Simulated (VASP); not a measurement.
Crystal: SiGe2.

```
Si Ge
1.0
     2.78343    0.00000    0.00000
    -1.39171    2.41052    0.00000
     0.00000    0.00000    8.08097
Si Ge
1 2
Direct
  0.00000 0.00000 0.50000
  0.00000 0.00000 0.82755
  0.00000 0.00000 0.17245
```

- Program: VASP 6.6.1
- Task: relaxation of cell and atoms
- Functional: PBE
- Potentials or basis: VASP PAW PBE potentials, release 64 (Si, Ge_d)
- Cutoff: 600 eV
- k mesh: 18 × 18 × 6
- Occupations: gaussian, width 0.1 eV
- Spin: no spin polarisation

At the start: pressure -0.4 GPa; volume 18.07 Å³/atom.

**Question.** How do energy, volume and symmetry change on relaxing?

**Answer.** Over 9 steps the energy falls by 8.4 meV/atom and the volume is 17.99 Å³/atom (-0.4 %); space group P6/mmm (No. 191, to 0.05 Å).

Step by step:
```csv
step,energy change (eV),largest force (eV/Å),pressure (GPa),volume (Å³)
1,0.0000,0.0386,-0.40,54.22
2,-0.0246,0.0475,0.09,53.85
3,-0.0249,0.0570,0.05,53.79
4,-0.0249,0.0557,0.11,53.80
5,-0.0252,0.0290,0.09,53.89
6,-0.0252,0.0038,-0.05,54.01
7,-0.0252,0.0051,0.16,53.98
8,-0.0252,0.0003,-0.36,54.00
9,-0.0252,0.0034,-0.05,53.98
```

Final structure:
```cif
data_structure
_symmetry_space_group_name_H-M 'P 1'
_symmetry_Int_Tables_number 1
_cell_length_a 2.8142
_cell_length_b 2.8142
_cell_length_c 7.8709
_cell_angle_alpha 90.000
_cell_angle_beta 90.000
_cell_angle_gamma 120.000
_cell_volume 53.98
loop_
_atom_site_label
_atom_site_type_symbol
_atom_site_fract_x
_atom_site_fract_y
_atom_site_fract_z
_atom_site_occupancy
Si1 Si 0.00000 0.00000 0.50000 1
Ge1 Ge 0.00000 0.00000 0.82798 1
Ge2 Ge 0.00000 0.00000 0.17202 1
```
